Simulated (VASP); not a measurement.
Write the native input for VASP 6.6.1 that does the following.

```
Task                   : single point
Functional             : PBE
Potentials or basis    : VASP PAW PBE potentials, release 64 (Zr_sv, C)
Cutoff                 : 520 eV
k mesh                 : 12 × 12 × 12
Occupations            : gaussian, width 0.01 eV
Spin                   : no spin polarisation
Dipole correction      : no
Further INCAR settings : ALGO = Normal; EDIFF = 1e-07; NBANDS = 15
```

The structure of ZrC lies in POSCAR:

```
ZrC
1.0
    3.2695327460      0.0000000000      0.0000000000
   -1.6347663730      2.8314984165      0.0000000000
    0.0000000000      0.0000000000      2.9397343753
Zr C
1 1
Direct
    0.0000000000      0.0000000000      0.0000000000
    0.6666666667      0.3333333333      0.5000000000
```

The input as run:

INCAR

```
SYSTEM = ZrC
PREC = Accurate ; ENCUT = 520
EDIFF = 1E-7 ; ISMEAR = 0
SIGMA = 0.01 ; LREAL = .False.
LASPH = .True. ; NELM = 80
ALGO = Normal ; ISIF = 2
LWAVE = .False. ; LCHARG = .True.
GGA = PE ; LELF = .True.
LVHAR = .True. ; NBANDS = 15
```

KPOINTS

```
Automatic mesh
0
Gamma
  12 12 12
  0 0 0
```

Potentials or basis: VASP PAW PBE potentials, release 64 (Zr_sv, C).

Launch:

```bash
$ cat potpaw_PBE.64/Zr_sv/POTCAR potpaw_PBE.64/C/POTCAR > POTCAR
$ mpirun -np 1 vasp_std > vasp.out
```

It gave:

```
Pressure               : 0.2 GPa
Band gap on the k mesh : zero (bands 8 and 9 overlap by 0.40 eV)
```

Run time: 60 s on 1 thread of Intel Xeon 8259CL, with other jobs on the host, peak memory 0.18 GiB.
